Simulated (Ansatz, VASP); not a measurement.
# Two plane-wave programs on AlNi3

```
Al Ni
1.0
     0.00000    2.80189    2.80189
     2.80189    0.00000    2.80189
     2.80189    2.80189    0.00000
Al Ni
1 3
Direct
  0.50000 0.50000 0.50000
  0.25000 0.25000 0.25000
  0.00000 0.00000 0.00000
  0.75000 0.75000 0.75000
```

Alike in both runs: task single point; functional PBE; k mesh 14 × 14 × 14; occupations fermi-dirac, width 0.01 eV; no spin polarisation.

|  | VASP | Ansatz |
| --- | --- | --- |
| version | VASP 6.6.1 | Ansatz 0.2.0 |
| potentials or method | VASP PAW PBE potentials, release 64 (Al, Ni), cutoff 520 eV | scalar-relativistic, plane waves, PAW |
| valence electrons in the cell | 33 | 57 |

|  | VASP | Ansatz | Ansatz less VASP |
| --- | --- | --- | --- |
| gap on the k mesh at the Fermi level (eV) | none | none | - |
| pressure (GPa) | 7.0 | 7.1 | +0.08 |

A gap of «none» marks a metal or a gap that the smearing closes. The functional is the same, so the differences come from potentials, cutoffs and numerics. VASP's potentials hold 33 valence electrons a cell and Ansatz's 57, so a difference there can come from the potentials and not from the codes.
